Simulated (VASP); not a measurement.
**YN (pbe): single point with PBE**

YN (pbe):

```xyz
2
Lattice="0.0000 2.4285 2.4677 2.4285 0.0000 2.4677 2.4285 2.4285 0.0000" Properties=species:S:1:pos:R:3 pbc="T T T"
Y     0.0000    0.0000    0.0000
N     2.4285    2.4285    2.4677
```

This cell differs from its parent crystal: strained cell.

```yaml
Program: VASP 6.6.1
Task: single point
Functional: PBE
Potentials_or_basis: VASP PAW PBE potentials, release 64 (Y_sv, N)
Cutoff: 600 eV
k_mesh: 10 × 10 × 10
Occupations: gaussian, width 0.01 eV
Spin: no spin polarisation
Dipole_correction: no
Further_INCAR_settings: ALGO = Normal; EDIFF = 1e-06; NBANDS = 15
```

The pressure is 2.2 GPa. The band gap on the k mesh is 0.15 eV, indirect (least direct gap 0.53 eV).

Stress tensor (GPa, compression positive):
```
 3.46  0.00  0.00
 0.00  3.46  0.00
 0.00  0.00 -0.44
```

Levels at points of the mesh, in eV from the valence-band top:
```
           k point  band 4  band 5  band 6  band 7  band 8  band 9  band 10  band 11  band 12  band 13
(0.00, 0.00, 0.00)  -20.47  -12.95   -0.07    0.00    0.00    3.03     3.17     3.17     4.10     5.07
(0.50, 0.00, 0.00)  -20.55  -11.16   -4.11   -2.29   -2.28    5.69     6.34     6.42     6.73    10.04
(0.50, 0.50, 0.00)  -20.79  -12.51   -1.61   -0.37   -0.37    0.19     6.85     7.22     7.91     7.91
(0.50, 0.00, 0.50)  -20.81  -12.51   -1.47   -0.47   -0.39    0.15     6.80     7.30     7.82     8.01
```

Wall time 2.7 min on 1 thread of AMD EPYC 7R13, with other jobs on the host, peak memory 0.19 GiB.

Caveat: the cell differs from its parent crystal (strained cell). A k mesh can miss the band edges.
